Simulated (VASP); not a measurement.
**Cd3TeSe2: single point with PBE**

Cd3TeSe2:

```
Cd Te Se
1.0
    -2.24333    2.24333    9.48162
     2.24333   -2.24333    9.48162
     2.24333    2.24333   -9.48162
Cd Te Se
3 1 2
Cartesian
  0.0000 0.0000 15.9542
  0.0000 0.0000 9.4816
  0.0000 0.0000 3.0091
  2.2433 0.0000 4.7408
  0.0000 2.2433 1.5005
  0.0000 2.2433 7.9811
```

```json
{
 "Program": "VASP 6.6.1",
 "Task": "single point",
 "Functional": "PBE",
 "Potentials or basis": "VASP PAW PBE potentials, release 64 (Cd, Te, Se)",
 "Cutoff": "520 eV",
 "k mesh": "6 × 6 × 6",
 "Occupations": "gaussian, width 0.1 eV",
 "Spin": "no spin polarisation",
 "Dipole correction": "no",
 "Further INCAR settings": "ALGO = Normal; EDIFF = 1e-06; NBANDS = 36"
}
```

```
Pressure               : 0.2 GPa
Largest force          : 0.011 eV/Å
Band gap on the k mesh : 0.39 eV
```

Forces on the atoms (eV/Å):
```
Cd   0.000  0.000 -0.011
Cd   0.000  0.000  0.000
Cd   0.000  0.000  0.011
Te   0.000  0.000  0.000
Se   0.000  0.000  0.000
Se   0.000  0.000  0.000
```

Levels at points of the mesh, in eV from the valence-band top:
| k point | band 25 | band 26 | band 27 | band 28 | band 29 | band 30 |
| --- | --- | --- | --- | --- | --- | --- |
| (0.00, 0.00, 0.00) | -0.10 | 0.00 | 0.00 | 0.39 | 3.19 | 3.22 |
| (0.50, 0.00, 0.00) | -1.02 | -0.76 | -0.27 | 1.96 | 2.85 | 3.14 |
| (0.50, 0.50, 0.00) | -2.00 | -1.73 | -1.65 | 2.96 | 3.21 | 3.83 |
| (0.50, 0.50, 0.50) | -0.82 | -0.29 | -0.29 | 2.15 | 2.23 | 3.08 |

It took 15 min on 1 thread of Intel(R) Xeon(R) Platinum 8488C (Sapphire Rapids) (shared host), peak memory 0.98 GiB.

Caveat: semilocal functionals underestimate gaps, and a narrow one can read as zero; spin-orbit coupling is left out, which moves the levels of the heavy elements. A k mesh can miss the band edges.
